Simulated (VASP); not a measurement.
# MoSe (Fm-3m) in VASP: a series of runs

MoSe is run at these levels: PBEsol; tasks: single point, relaxation of cell and atoms.

Program: VASP 6.6.1. These are calculated values, not measurements. Logs are shortened: lines on timing, memory, paths and dates and some standing lists are left out, and cuts for length are marked.

## (1) The cell of the first run

It takes space group Fm-3m (No. 225, cubic). The conventional cell has a = 5.150 Å, b = 5.150 Å, c = 5.150 Å, α = 90.00°, β = 90.00°, γ = 90.00°. Mo (site symmetry m-3m) has 6 Se at 2.57 Å within 3.4 Å. Se (site symmetry m-3m) has 6 Mo at 2.57 Å within 3.4 Å.

## (2) Single point, PBEsol

File INCAR:

```
SYSTEM = MoSe
PREC     = Accurate       ! precision mode
ENCUT    = 520            ! plane-wave cutoff, eV
EDIFF    = 1E-6           ! SCF threshold, eV
ISMEAR   = 0              ! smearing method
SIGMA    = 0.1            ! smearing width, eV
LREAL    = .False.        ! projectors in reciprocal space
LASPH    = .True.         ! aspherical terms in the spheres
NELM     = 80             ! most SCF steps
ALGO     = Normal         ! electronic algorithm
ISIF     = 2              ! what is computed and relaxed
LWAVE    = .False.        ! write WAVECAR
LCHARG   = .False.        ! write CHGCAR
GGA      = PS             ! functional
NBANDS   = 17             ! bands
```

File KPOINTS:

```
regular mesh
0
Gamma
  14 14 14
  0 0 0
```

File POSCAR:

```
MoSe
1.0
    0.0000000000      2.5748516652      2.5748516652
    2.5748516652      0.0000000000      2.5748516652
    2.5748516652      2.5748516652      0.0000000000
Mo Se
1 1
Direct
    0.0000000000      0.0000000000      0.0000000000
    0.5000000000      0.5000000000      0.5000000000
```

Potentials or basis: VASP PAW PBE potentials, release 64 (Mo_sv, Se).

On the command line:

```sh
$ cat potpaw_PBE.64/Mo_sv/POTCAR potpaw_PBE.64/Se/POTCAR > POTCAR
$ mpirun -np 1 vasp_std > vasp.out
```

OUTCAR:

```text
SYSTEM = MoSe
   PREC = Accurate
   ENCUT = 520
   EDIFF = 1E-6
   ISMEAR = 0
   LREAL = .False.
   LASPH = .True.
   NELM = 80
   ISIF = 2
   GGA = PS

 ion  position               nearest neighbor table
   1  0.000  0.000  0.000-   2 2.57   2 2.57   2 2.57   2 2.57   2 2.57   2 2.57
   2  0.500  0.500  0.500-   1 2.57   1 2.57   1 2.57   1 2.57   1 2.57   1 2.57

  LATTYP: Found a face centered cubic cell.
 ALAT       =     5.1497033304

  Lattice vectors:

 A1 = (   0.0000000000,   2.5748516652,   2.5748516652)
 A2 = (   2.5748516652,   0.0000000000,   2.5748516652)
 A3 = (   2.5748516652,   2.5748516652,   0.0000000000)

Analysis of symmetry for initial positions (statically):
=====================================================================
 Subroutine PRICEL returns:
 Original cell was already a primitive cell.

 Routine SETGRP: Setting up the symmetry group for a
 face centered cubic supercell.

 Subroutine GETGRP returns: Found 48 space group operations
 (whereof 48 operations were pure point group operations)
 out of a pool of 48 trial point group operations.

The static configuration has the point symmetry O_h .

Analysis of symmetry for dynamics (positions and initial velocities):
=====================================================================
 Subroutine PRICEL returns:
 Original cell was already a primitive cell.

 Routine SETGRP: Setting up the symmetry group for a
 face centered cubic supercell.

 Subroutine GETGRP returns: Found 48 space group operations
 (whereof 48 operations were pure point group operations)
 out of a pool of 48 trial point group operations.

The dynamic configuration has the point symmetry O_h .

 Subroutine INISYM returns: Found 48 space group operations
 (whereof 48 operations are pure point group operations),
 and found     1 'primitive' translations

----------------------------------------------------------------------------------------

                                     Primitive cell

  volume of cell :      34.1418

  direct lattice vectors                    reciprocal lattice vectors
     0.000000000  2.574851665  2.574851665    -0.194185944  0.194185944  0.194185944
     2.574851665  0.000000000  2.574851665     0.194185944 -0.194185944  0.194185944
     2.574851665  2.574851665  0.000000000     0.194185944  0.194185944 -0.194185944

  length of vectors
     3.641390146  3.641390146  3.641390146     0.336339920  0.336339920  0.336339920

  position of ions in fractional coordinates (direct lattice)
     0.000000000  0.000000000  0.000000000
     0.500000000  0.500000000  0.500000000

  ion indices of the primitive-cell ions
   primitive index   ion index
                 1           1
                 2           2

----------------------------------------------------------------------------------------

 KPOINTS: regular mesh

Automatic generation of k-mesh.
 Grid dimensions read from file:
 generate k-points for:   14   14   14

 Generating k-lattice:

  Cartesian coordinates                     Fractional coordinates (reciprocal lattice)
    -0.013870425  0.013870425  0.013870425     0.071428571  0.000000000  0.000000000
     0.013870425 -0.013870425  0.013870425     0.000000000  0.071428571  0.000000000
     0.013870425  0.013870425 -0.013870425     0.000000000  0.000000000  0.071428571

  Length of vectors
     0.024024280  0.024024280  0.024024280

  Shift w.r.t. Gamma in fractional coordinates (k-lattice)
     0.000000000  0.000000000  0.000000000

 Subroutine IBZKPT returns following result:
 ===========================================

 Found    104 irreducible k-points:

 Following reciprocal coordinates:
            Coordinates               Weight
  0.000000  0.000000  0.000000      1.000000
  0.071429  0.000000  0.000000      8.000000
  0.142857  0.000000  0.000000      8.000000
  0.214286  0.000000  0.000000      8.000000
  0.285714  0.000000  0.000000      8.000000
  0.357143  0.000000  0.000000      8.000000
[... 16 lines left out ...]
  0.214286  0.142857  0.000000     24.000000
  0.285714  0.142857  0.000000     24.000000
 [... further k-points ...]
   k-points           NKPTS =    104   k-points in BZ     NKDIM =    104   number of bands    NBANDS=     17
   number of dos      NEDOS =    301   number of ions     NIONS =      2
   total plane-waves  NPLWV =  21952
   dimension x,y,z NGX =    28 NGY =   28 NGZ =   28
   dimension x,y,z NGXF=    56 NGYF=   56 NGZF=   56
   ions per type =               1   1
   NGX,Y,Z   is equivalent  to a cutoff of  12.78, 12.78, 12.78 a.u.
   NGXF,Y,Z  is equivalent  to a cutoff of  25.57, 25.57, 25.57 a.u.
 SYSTEM =  MoSe
   PREC   = accura    normal or accurate (medium, high low for compatibility)
   ISTART =      0    job   : 0-new  1-cont  2-samecut
   ICHARG =      2    charge: 1-file 2-atom 10-const
   ISPIN  =      1    spin polarized calculation?
   LNONCOLLINEAR =      F non collinear calculations
   LSORBIT =      F    spin-orbit coupling
   LASPH  =      T    aspherical Exc in radial PAW
   ENCUT  =  520.0 eV  38.22 Ry    6.18 a.u.   6.77  6.77  6.77*2*pi/ulx,y,z
   NELM   =     80;   NELMIN=  2; NELMDL= -5     # of ELM steps
   EDIFF  = 0.1E-05   stopping-criterion for ELM
   LREAL  =      F    real-space projection
   EDIFFG = 0.1E-04   stopping-criterion for IOM
   NSW    =      0    number of steps for IOM
   IBRION =     -1    ionic relax: 0-MD 1-quasi-New 2-CG
   NFREE  =      0    steps in history (QN), initial steepest desc. (CG)
   ISIF   =      2    stress and relaxation
   ISYM   =      2    0-nonsym 1-usesym 2-fastsym
   POTIM  = 0.5000    time-step for ionic-motion
   TEBEG  =    0.0;   TEEND  =   0.0 temperature during run
   PSTRESS=    0.0 pullay stress
   NELECT =      20.0000    total number of electrons
   NUPDOWN=      -1.0000    fix difference up-down
   EMIN   =  10.00;   EMAX   =-10.00  energy-range for DOS
   EFERMI =   0.00;   METHOD = LEGACY
   ISMEAR =     0;   SIGMA  =   0.10  broadening in eV -4-tet -1-fermi 0-gaus
   EFERMI_NEDOS =   21; number of points for ismear=-14 and -15
   IALGO  =     38    algorithm
   IMIX   =      4    mixing-type and parameters
     AMIX     =   0.40;   BMIX     =  1.00
     AMIX_MAG =   1.60;   BMIX_MAG =  1.00
  volume/ion in A,a.u.               =      17.07       115.20
  Fermi-wavevector in a.u.,A,eV,Ry     =   1.369796  2.588539 25.529177  1.876342
  Thomas-Fermi vector in A             =   2.495640
   LORBIT       =      0    0 simple, 1 ext, 2 COOP (PROOUT), +10 PAW based schemes
   GGA     = PS    functional components
   LHFCALC =     F    Hartree Fock is set to
   AEXX    =    0.0000 exact exchange contribution
   IVDW    =     0    specifies the selected vdW correction
   LEPSILON=     F    determine dielectric tensor
   LRPA    =     F    only Hartree local field effects (RPA)
 non-spin polarized calculation
 Gauss-broadening in eV      SIGMA  =   0.10
  energy-cutoff  :      520.00
  volume of cell :       34.14
 maximum number of plane-waves:       941
   NGX = 13   NGY = 13   NGZ = 13

 number of electron      20.0000001 magnetization

 Free energy of the ion-electron system (eV)
  ---------------------------------------------------
  ext. energy  EPLUGINS =         0.00000000
  ---------------------------------------------------
  free energy    TOTEN  =       -14.59901117 eV

  energy without entropy =      -14.58559747  energy(sigma->0) =      -14.59230432

 E-fermi :  10.0482     XC(G=0): -12.1264

 val. band max:       10.0224848844   @ k =  -0.1429   0.0714   0.0000
 cond. band min:      10.0483936021   @ k =   0.5000   0.2143   0.0714
 fundamental gap:      0.0259087177
 Fermi energy:        10.0482375682

 k-point     1 :       0.0000    0.0000    0.0000
  band No.  band energies     occupation
      1     -51.1180      2.00000
      2     -25.2565      2.00000
      3     -25.2565      2.00000
      4     -25.2565      2.00000
      5      -6.1872      2.00000
      6       7.7686      2.00000
[... 9 lines left out ...]
     16      22.4474      0.00000
     17      22.4474      0.00000

 k-point     2 :       0.0714    0.0000    0.0000
  band No.  band energies     occupation
      1     -51.1175      2.00000
      2     -25.2638      2.00000
      3     -25.2570      2.00000
      4     -25.2570      2.00000
      5      -6.1196      2.00000
      6       6.9220      2.00000
[... 9 lines left out ...]
     16      21.9552      0.00000
     17      22.1887      0.00000

 k-point     3 :       0.1429    0.0000    0.0000
  band No.  band energies     occupation
      1     -51.1161      2.00000
      2     -25.2843      2.00000
      3     -25.2587      2.00000
      4     -25.2587      2.00000
      5      -5.9233      2.00000
      6       5.7896      2.00000
[... 9 lines left out ...]
     16      21.2990      0.00000
     17      21.3858      0.00000

 k-point     4 :       0.2143    0.0000    0.0000
  band No.  band energies     occupation
      1     -51.1141      2.00000
      2     -25.3138      2.00000
      3     -25.2611      2.00000
      4     -25.2611      2.00000
      5      -5.6186      2.00000
      6       4.6230      2.00000
[... 9 lines left out ...]
     16      20.2132      0.00000
     17      20.2132      0.00000
[... 343 lines left out ...]
      1     -51.1155      2.00000
      2     -25.2810      2.00000
      3     -25.2657      2.00000
      4     -25.2657      2.00000
      5      -5.8562      2.00000
      6       4.9958      2.00000
[... 9 lines left out ...]
     16      20.8006      0.00000
     17      20.8130      0.00000

 k-point    23 :       0.2143    0.1429    0.0000
  band No.  band energies     occupation
      1     -51.1140      2.00000
      2     -25.2998      2.00000
      3     -25.2699      2.00000
      4     -25.2679      2.00000
      5      -5.6560      2.00000
      6       4.3568      2.00000
[... 9 lines left out ...]
     16      19.4504      0.00000
     17      20.2591      0.00000

 k-point    24 :       0.2857    0.1429    0.0000
  band No.  band energies     occupation
      1     -51.1121      2.00000
      2     -25.3265      2.00000
      3     -25.2737      2.00000
      4     -25.2703      2.00000
      5      -5.3734      2.00000
      6       3.7360      2.00000
[... 9 lines left out ...]
     16      18.8414      0.00000
     17      19.5997      0.00000

 [... further k-points ...]

------------------------ aborting loop because EDIFF is reached ----------------------------------------

  FORCE on cell =-STRESS in cart. coord.  units (eV):
  Direction    XX          YY          ZZ          XY          YZ          ZX
  --------------------------------------------------------------------------------------
  -------------------------------------------------------------------------------------
  Total        0.0819758      0.0819758      0.0819758      0.0000000     -0.0000000      0.0000000
  in kB        3.8468897      3.8468897      3.8468897      0.0000000     -0.0000000      0.0000000
  external PRESSURE =       3.8468897 kB  Pullay stress =       0.0000000 kB

 VOLUME and BASIS-vectors are now :
 -----------------------------------------------------------------------------
  energy-cutoff  :      520.00
  volume of cell :       34.14
      direct lattice vectors                 reciprocal lattice vectors
     0.000000000  2.574851665  2.574851665    -0.194185944  0.194185944  0.194185944
     2.574851665  0.000000000  2.574851665     0.194185944 -0.194185944  0.194185944
     2.574851665  2.574851665  0.000000000     0.194185944  0.194185944 -0.194185944

 POSITION                                       TOTAL-FORCE (eV/Angst)
 -----------------------------------------------------------------------------------
      0.00000      0.00000      0.00000         0.000000      0.000000      0.000000
      2.57485      2.57485      2.57485        -0.000000     -0.000000     -0.000000
 -----------------------------------------------------------------------------------
    total drift:                               -0.000000      0.000000      0.000000

  FREE ENERGIE OF THE ION-ELECTRON SYSTEM (eV)
  ---------------------------------------------------
  free  energy   TOTEN  =       -14.5990111718 eV

  energy  without entropy=      -14.5855974654  energy(sigma->0) =      -14.59230432
```

Run time: 76 s. Hardware: 1 thread of Intel Xeon Platinum 8175M at 2.50GHz (Skylake/Cascade Lake), shared host; peak memory 0.2 GiB.

What came out:

```yaml
Free_energy: -14.5990 eV
Pressure: 0.4 GPa
Band_gap_on_the_k_mesh: zero (bands 10 and 11 overlap by 2.39 eV)
```

Caveat: the PAW data sets were made with another functional, which shifts forces and pressure a little.

[end of part 1 of 3]
